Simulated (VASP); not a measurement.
# LiF (P6_3mc) in VASP: further runs

The runs below take LiF through single point, with PBE.

Program: VASP 6.6.1. These are calculated values, not measurements. Logs are shortened: lines on timing, memory, paths and dates and some standing lists are left out, and cuts for length are marked.

**1. The cell of the first run**

The structure is hexagonal, space group P6_3mc (No. 186). The conventional cell has a = 3.143 Å, b = 3.143 Å, c = 4.850 Å, α = 90.00°, β = 90.00°, γ = 120.00°. Within 2.5 Å of Li (site symmetry 3m) lie 4 F at 1.86 to 2.03 Å. Within 2.5 Å of F (site symmetry 3m) lie 4 Li at 1.86 to 2.03 Å.

**2. Single point, PBE (c/a of the conventional cell at fixed volume 1.5431)**

Contents of INCAR:

```
PREC = Accurate
ENCUT = 520
EDIFF = 1E-6
ISMEAR = 0
SIGMA = 0.05
LREAL = False
LASPH = True
NELM = 60
ALGO = Normal
ISIF = 2
LWAVE = False
LCHARG = False
GGA = PE
NBANDS = 18
```

Contents of KPOINTS:

```
Automatic mesh
0
Gamma
  9 9 6
```

Contents of POSCAR:

```
LiF
1.0
    3.1427330808      0.0000000000      0.0000000000
   -1.5713665404      2.7216866853      0.0000000000
    0.0000000000      0.0000000000      4.8495514170
Li F
2 2
Direct
    0.3333333333      0.6666666667      0.4116718394
    0.6666666667      0.3333333333      0.9116718394
    0.3333333333      0.6666666667      0.9939266766
    0.6666666667      0.3333333333      0.4939266766
```

Potentials or basis: VASP PAW PBE potentials, release 64 (Li_sv, F).

Run with:

```bash
> cat potpaw_PBE.64/Li_sv/POTCAR potpaw_PBE.64/F/POTCAR > POTCAR
> mpirun -np 1 vasp_std > vasp.out
```

OUTCAR:

```text
PREC = Accurate
   ENCUT = 520
   EDIFF = 1E-6
   ISMEAR = 0
   LREAL = False
   LASPH = True
   NELM = 60
   ISIF = 2
   GGA = PE

 ion  position               nearest neighbor table
   1  0.333  0.667  0.412-   4 1.86   4 1.86   4 1.86   3 2.03
   2  0.667  0.333  0.912-   3 1.86   3 1.86   3 1.86   4 2.03
   3  0.333  0.667  0.994-   2 1.86   2 1.86   2 1.86   1 2.03
   4  0.667  0.333  0.494-   1 1.86   1 1.86   1 1.86   2 2.03

  LATTYP: Found a hexagonal cell.
 ALAT       =     3.1427330808
 C/A-ratio  =     1.5431000000

  Lattice vectors:

 A1 = (   3.1427330808,   0.0000000000,   0.0000000000)
 A2 = (  -1.5713665404,   2.7216866853,   0.0000000000)
 A3 = (   0.0000000000,   0.0000000000,   4.8495514170)

Analysis of symmetry for initial positions (statically):
=====================================================================
 Subroutine PRICEL returns:
 Original cell was already a primitive cell.

 Routine SETGRP: Setting up the symmetry group for a
 hexagonal supercell.

 Subroutine GETGRP returns: Found 12 space group operations
 (whereof  6 operations were pure point group operations)
 out of a pool of 24 trial point group operations.

The static configuration has the point symmetry C_3v.
 The point group associated with its full space group is C_6v.

Analysis of symmetry for dynamics (positions and initial velocities):
=====================================================================
 Subroutine PRICEL returns:
 Original cell was already a primitive cell.

 Routine SETGRP: Setting up the symmetry group for a
 hexagonal supercell.

 Subroutine GETGRP returns: Found 12 space group operations
 (whereof  6 operations were pure point group operations)
 out of a pool of 24 trial point group operations.

The dynamic configuration has the point symmetry C_3v.
 The point group associated with its full space group is C_6v.

 Subroutine INISYM returns: Found 12 space group operations
 (whereof  6 operations are pure point group operations),
 and found     1 'primitive' translations

----------------------------------------------------------------------------------------

                                     Primitive cell

  volume of cell :      41.4808

  direct lattice vectors                    reciprocal lattice vectors
     3.142733081  0.000000000  0.000000000     0.318194379  0.183709610  0.000000000
    -1.571366540  2.721686685  0.000000000     0.000000000  0.367419220  0.000000000
     0.000000000  0.000000000  4.849551417     0.000000000  0.000000000  0.206204639

  length of vectors
     3.142733081  3.142733081  4.849551417     0.367419220  0.367419220  0.206204639

  position of ions in fractional coordinates (direct lattice)
     0.333333333  0.666666667  0.411671839
     0.666666667  0.333333333  0.911671839
     0.333333333  0.666666667  0.993926677
     0.666666667  0.333333333  0.493926677

  ion indices of the primitive-cell ions
   primitive index   ion index
                 1           1
                 2           2
                 3           3
                 4           4

----------------------------------------------------------------------------------------

 KPOINTS: Automatic mesh

Automatic generation of k-mesh.
 Grid dimensions read from file:
 generate k-points for:    9    9    6

 Generating k-lattice:

  Cartesian coordinates                     Fractional coordinates (reciprocal lattice)
     0.035354931  0.020412179  0.000000000     0.111111111  0.000000000  0.000000000
     0.000000000  0.040824358  0.000000000     0.000000000  0.111111111  0.000000000
     0.000000000  0.000000000  0.034367440     0.000000000  0.000000000  0.166666667

  Length of vectors
     0.040824358  0.040824358  0.034367440

  Shift w.r.t. Gamma in fractional coordinates (k-lattice)
     0.000000000  0.000000000  0.000000000

 Subroutine IBZKPT returns following result:
 ===========================================

 Found     48 irreducible k-points:

 Following reciprocal coordinates:
            Coordinates               Weight
  0.000000  0.000000  0.000000      1.000000
  0.111111  0.000000  0.000000      6.000000
  0.222222  0.000000  0.000000      6.000000
  0.333333  0.000000  0.000000      6.000000
  0.444444  0.000000  0.000000      6.000000
  0.111111  0.111111  0.000000      6.000000
[... 16 lines left out ...]
  0.333333  0.222222  0.166667     24.000000
  0.333333  0.333333  0.166667      4.000000
 [... further k-points ...]
   k-points           NKPTS =     48   k-points in BZ     NKDIM =     48   number of bands    NBANDS=     18
   number of dos      NEDOS =    301   number of ions     NIONS =      4
   total plane-waves  NPLWV =  20736
   dimension x,y,z NGX =    24 NGY =   24 NGZ =   36
   dimension x,y,z NGXF=    48 NGYF=   48 NGZF=   72
   ions per type =               2   2
   NGX,Y,Z   is equivalent  to a cutoff of  12.70, 12.70, 12.34 a.u.
   NGXF,Y,Z  is equivalent  to a cutoff of  25.39, 25.39, 24.68 a.u.
 SYSTEM =  unknown system
   PREC   = accura    normal or accurate (medium, high low for compatibility)
   ISTART =      0    job   : 0-new  1-cont  2-samecut
   ICHARG =      2    charge: 1-file 2-atom 10-const
   ISPIN  =      1    spin polarized calculation?
   LNONCOLLINEAR =      F non collinear calculations
   LSORBIT =      F    spin-orbit coupling
   LASPH  =      T    aspherical Exc in radial PAW
   ENCUT  =  520.0 eV  38.22 Ry    6.18 a.u.   5.84  5.84  9.02*2*pi/ulx,y,z
   NELM   =     60;   NELMIN=  2; NELMDL= -5     # of ELM steps
   EDIFF  = 0.1E-05   stopping-criterion for ELM
   LREAL  =      F    real-space projection
   EDIFFG = 0.1E-04   stopping-criterion for IOM
   NSW    =      0    number of steps for IOM
   IBRION =     -1    ionic relax: 0-MD 1-quasi-New 2-CG
   NFREE  =      0    steps in history (QN), initial steepest desc. (CG)
   ISIF   =      2    stress and relaxation
   ISYM   =      2    0-nonsym 1-usesym 2-fastsym
   POTIM  = 0.5000    time-step for ionic-motion
   TEBEG  =    0.0;   TEEND  =   0.0 temperature during run
   PSTRESS=    0.0 pullay stress
   NELECT =      20.0000    total number of electrons
   NUPDOWN=      -1.0000    fix difference up-down
   EMIN   =  10.00;   EMAX   =-10.00  energy-range for DOS
   EFERMI =   0.00;   METHOD = LEGACY
   ISMEAR =     0;   SIGMA  =   0.05  broadening in eV -4-tet -1-fermi 0-gaus
   EFERMI_NEDOS =   21; number of points for ismear=-14 and -15
   IALGO  =     38    algorithm
   IMIX   =      4    mixing-type and parameters
     AMIX     =   0.40;   BMIX     =  1.00
     AMIX_MAG =   1.60;   BMIX_MAG =  1.00
  volume/ion in A,a.u.               =      10.37        69.98
  Fermi-wavevector in a.u.,A,eV,Ry     =   1.283716  2.425872 22.421420  1.647928
  Thomas-Fermi vector in A             =   2.415953
   LORBIT       =      0    0 simple, 1 ext, 2 COOP (PROOUT), +10 PAW based schemes
   GGA     = PE    functional components
   LHFCALC =     F    Hartree Fock is set to
   AEXX    =    0.0000 exact exchange contribution
   IVDW    =     0    specifies the selected vdW correction
   LEPSILON=     F    determine dielectric tensor
   LRPA    =     F    only Hartree local field effects (RPA)
 non-spin polarized calculation
 Gauss-broadening in eV      SIGMA  =   0.05
  energy-cutoff  :      520.00
  volume of cell :       41.48
 maximum number of plane-waves:      1126
 NGX is ok and might be reduce to    24
   NGX = 11   NGY = 11   NGZ = 19

 number of electron      19.9999991 magnetization

 Free energy of the ion-electron system (eV)
  ---------------------------------------------------
  ext. energy  EPLUGINS =         0.00000000
  ---------------------------------------------------
  free energy    TOTEN  =       -19.26596564 eV

  energy without entropy =      -19.26596564  energy(sigma->0) =      -19.26596564

 E-fermi :  -2.2309     XC(G=0):  -8.6451

 val. band max:       -2.5137279644   @ k =   0.0000   0.0000   0.0000
 cond. band min:       4.9166017922   @ k =   0.0000   0.0000   0.0000
 fundamental gap:      7.4303297565
 Fermi energy:        -2.2308529624

 k-point     1 :       0.0000    0.0000    0.0000
  band No.  band energies     occupation
      1     -43.2377      2.00000
      2     -43.2062      2.00000
      3     -22.0267      2.00000
      4     -21.7509      2.00000
      5      -4.7565      2.00000
      6      -3.1784      2.00000
[... 10 lines left out ...]
     17      16.3730      0.00000
     18      17.5861      0.00000

 k-point     2 :       0.1111    0.0000    0.0000
  band No.  band energies     occupation
      1     -43.2346      2.00000
      2     -43.2048      2.00000
      3     -22.0138      2.00000
      4     -21.7528      2.00000
      5      -4.6810      2.00000
      6      -3.2928      2.00000
[... 10 lines left out ...]
     17      16.6428      0.00000
     18      17.3367      0.00000

 k-point     3 :       0.2222    0.0000    0.0000
  band No.  band energies     occupation
      1     -43.2265      2.00000
      2     -43.2015      2.00000
      3     -21.9786      2.00000
      4     -21.7596      2.00000
      5      -4.4803      2.00000
      6      -3.6209      2.00000
[... 10 lines left out ...]
     17      16.7179      0.00000
     18      17.0601      0.00000

 k-point     4 :       0.3333    0.0000    0.0000
  band No.  band energies     occupation
      1     -43.2166      2.00000
      2     -43.1985      2.00000
      3     -21.9310      2.00000
      4     -21.7745      2.00000
      5      -4.3178      2.00000
      6      -3.8923      2.00000
[... 375 lines left out ...]
      4     -21.7930      2.00000
      5      -4.2874      2.00000
      6      -4.1034      2.00000
[... 10 lines left out ...]
     17      16.1635      0.00000
     18      17.8585      0.00000

 k-point    23 :       0.3333    0.2222    0.1667
  band No.  band energies     occupation
      1     -43.2045      2.00000
      2     -43.1984      2.00000
      3     -21.8624      2.00000
      4     -21.8110      2.00000
      5      -4.5137      2.00000
      6      -3.9247      2.00000
[... 10 lines left out ...]
     17      15.6887      0.00000
     18      17.7210      0.00000

 k-point    24 :       0.3333    0.3333    0.1667
  band No.  band energies     occupation
      1     -43.2003      2.00000
      2     -43.2003      2.00000
      3     -21.8335      2.00000
      4     -21.8335      2.00000
      5      -4.5875      2.00000
      6      -3.7408      2.00000
[... 10 lines left out ...]
     17      15.4006      0.00000
     18      17.9766      0.00000

 [... further k-points ...]

------------------------ aborting loop because EDIFF is reached ----------------------------------------

  FORCE on cell =-STRESS in cart. coord.  units (eV):
  Direction    XX          YY          ZZ          XY          YZ          ZX
  --------------------------------------------------------------------------------------
  -------------------------------------------------------------------------------------
  Total        0.2571055      0.2571055     -0.6030355      0.0000000      0.0000000      0.0000000
  in kB        9.9305851      9.9305851    -23.2919731      0.0000000      0.0000000      0.0000000
  external PRESSURE =      -1.1436009 kB  Pullay stress =       0.0000000 kB

 VOLUME and BASIS-vectors are now :
 -----------------------------------------------------------------------------
  energy-cutoff  :      520.00
  volume of cell :       41.48
      direct lattice vectors                 reciprocal lattice vectors
     3.142733081  0.000000000  0.000000000     0.318194379  0.183709610  0.000000000
    -1.571366540  2.721686685  0.000000000     0.000000000  0.367419220  0.000000000
     0.000000000  0.000000000  4.849551417     0.000000000  0.000000000  0.206204639

 POSITION                                       TOTAL-FORCE (eV/Angst)
 -----------------------------------------------------------------------------------
     -0.00000      1.81446      1.99642        -0.000000      0.000000     -0.219128
      1.57137      0.90723      4.42120         0.000000     -0.000000     -0.219128
     -0.00000      1.81446      4.82010        -0.000000     -0.000000      0.219128
      1.57137      0.90723      2.39532         0.000000     -0.000000      0.219128
 -----------------------------------------------------------------------------------
    total drift:                                0.000001      0.000002     -0.000348

  FREE ENERGIE OF THE ION-ELECTRON SYSTEM (eV)
  ---------------------------------------------------
  free  energy   TOTEN  =       -19.2659656429 eV

  energy  without entropy=      -19.2659656429  energy(sigma->0) =      -19.26596564
```

Run time: 19 s. Hardware: 1 thread of Intel Xeon 6975P-C, shared host; peak memory 0.16 GiB.

What came out:

```
Free energy            : -19.2660 eV
Largest force          : 0.219 eV/Å
Band gap on the k mesh : 7.43 eV, direct
```

Forces in eV/Å, atoms in the order of the input:
```
Li   0.000  0.000 -0.219
Li   0.000  0.000 -0.219
F    0.000  0.000  0.219
F    0.000  0.000  0.219
```

Caveat: the cutoff is under 1.25 times the usual one of these potentials, so pressure, stress and relaxed cells hold a basis-set (Pulay) error.

**3. Single point, PBE (c/a of the conventional cell at fixed volume 1.6685)**

Contents of INCAR:

```
SYSTEM = LiF
  ALGO = Normal
  EDIFF = 1E-6
  ENCUT = 520
  GGA = PE
  ISIF = 2
  ISMEAR = 0
  LASPH = .TRUE.
  LCHARG = .FALSE.
  LREAL = .FALSE.
  LWAVE = .FALSE.
  NBANDS = 18
  NELM = 80
  PREC = Accurate
  SIGMA = 0.05
```

Contents of KPOINTS:

```
k-points
0
G
  9 9 6
  0 0 0
```

Contents of POSCAR:

```
LiF
1.0
    3.0619407579      0.0000000000      0.0000000000
   -1.5309703789      2.6517184812      0.0000000000
    0.0000000000      0.0000000000      5.1088481545
Li F
2 2
Direct
    0.3333333333      0.6666666667      0.4218720114
    0.6666666667      0.3333333333      0.9218720114
    0.3333333333      0.6666666667      0.9939266766
    0.6666666667      0.3333333333      0.4939266766
```

Potentials or basis: VASP PAW PBE potentials, release 64 (Li_sv, F).

Run with:

```bash
> cat potpaw_PBE.64/Li_sv/POTCAR potpaw_PBE.64/F/POTCAR > POTCAR
> mpirun -np 1 vasp_std > vasp.out
```

Run time: 29 s. Hardware: 1 thread of AMD EPYC 9R45 (Zen 5), shared host; peak memory 0.13 GiB.

The run converged. Its results:

```
Free energy            : -19.1553 eV
Largest force          : 0.336 eV/Å
Band gap on the k mesh : 7.47 eV, direct
```

Forces in eV/Å, atoms in the order of the input:
```
Li   0.000  0.000 -0.336
Li   0.000  0.000 -0.336
F    0.000  0.000  0.336
F    0.000  0.000  0.336
```

Levels at points of the mesh, in eV from the valence-band top:
```tsv
k point	band 6	band 7	band 8	band 9	band 10	band 11	band 12	band 13	band 14	band 15
(0.00, 0.00, 0.00)	-0.52	-0.52	-0.31	-0.31	0.00	7.47	11.42	14.65	18.64	18.64
(0.00, 0.00, 0.50)	-1.18	-0.42	-0.42	-0.42	-0.42	9.15	9.15	16.70	16.70	18.89
```

Caveat: the cutoff is under 1.25 times the usual one of these potentials, so pressure, stress and relaxed cells hold a basis-set (Pulay) error.

**4. Single point, PBE (c/a of the conventional cell at fixed volume 1.6685)**

Contents of INCAR:

```
SYSTEM = LiF
ALGO     = Normal         ! electronic algorithm
EDIFF    = 1E-6           ! SCF threshold, eV
ENCUT    = 520            ! plane-wave cutoff, eV
GGA      = PE             ! functional
ISIF     = 2              ! what is computed and relaxed
ISMEAR   = 0              ! smearing method
LASPH    = .TRUE.         ! aspherical terms in the spheres
LCHARG   = .FALSE.        ! write CHGCAR
LREAL    = .FALSE.        ! projectors in reciprocal space
LWAVE    = .FALSE.        ! write WAVECAR
NBANDS   = 18             ! bands
NELM     = 100            ! most SCF steps
PREC     = Accurate       ! precision mode
SIGMA    = 0.05           ! smearing width, eV
```

KPOINTS is that of step 3.

POSCAR: that of step 3 with these lines changed.

```diff
@@ -8,4 +8,4 @@
 Direct
-    0.3333333333      0.6666666667      0.4218720114
-    0.6666666667      0.3333333333      0.9218720114
+    0.3333333333      0.6666666667      0.3402706354
+    0.6666666667      0.3333333333      0.8402706354
     0.3333333333      0.6666666667      0.9939266766
```

Run with:

```bash
> cat potpaw_PBE.64/Li_sv/POTCAR potpaw_PBE.64/F/POTCAR > POTCAR
> mpirun -np 1 vasp_std > vasp.out
```

Run time: 31 s. Hardware: 1 thread of AMD EPYC 9R45 (Zen 5), shared host; peak memory 0.13 GiB.

The run converged. Its results:

```yaml
Free_energy: -19.2092 eV
Largest_force: 0.613 eV/Å
Band_gap_on_the_k_mesh: 7.55 eV, direct
```

Forces on the atoms (eV/Å):
```
Li   0.000  0.000  0.613
Li   0.000  0.000  0.613
F    0.000  0.000 -0.613
F    0.000  0.000 -0.613
```

Levels at points of the mesh, in eV from the valence-band top:
```tsv
k point	band 8	band 9	band 10	band 11	band 12	band 13
(0.00, 0.00, 0.00)	-0.24	0.00	0.00	7.55	11.51	14.28
(0.00, 0.00, 0.50)	-0.12	-0.12	-0.12	9.03	9.03	16.96
```

Caveat: the cutoff is under 1.25 times the usual one of these potentials, so pressure, stress and relaxed cells hold a basis-set (Pulay) error. A k mesh can miss the band edges.

[end of part 1 of 2]
